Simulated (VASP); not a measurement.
The system is MgO.

```xyz
2
Lattice="2.1442 2.1442 0.0000 -2.1442 2.1442 0.0000 0.0000 2.1442 2.0779" Properties=species:S:1:pos:R:3 pbc="T T T"
Mg    0.0000    0.0000    0.0000
O     0.0000    2.1442    0.0000
```

This cell differs from its parent crystal: film at in-plane strain +0.02.

Base run:

```yaml
Program: VASP 6.6.1
Functional: r2SCAN
Potentials_or_basis: VASP PAW PBE potentials, release 64 (Mg, O)
Cutoff: 520 eV
k_mesh: 10 × 10 × 10
Occupations: gaussian, width 0.01 eV
Spin: no spin polarisation
```

Its results: band gap on the k mesh 5.35 eV, direct; pressure -5.2 GPa.

Question: The run is repeated on the same cell with these changes: potentials or basis from VASP PAW PBE potentials, release 64 (Mg, O) to VASP PAW PBE potentials, release 64 (Mg_sv, O); cutoff from 520 eV to 660 eV; further incar settings from ALGO = Normal; EDIFF = 1e-07; NBANDS = 11 to ALGO = Normal; EDIFF = 1e-06; NBANDS = 15; valence electrons from 8 to 16. What comes out?

Answer: Band gap on the k mesh 5.40 eV, direct; pressure -4.2 GPa.

Caveats: the PAW data sets were made with another functional, which shifts forces and pressure a little.

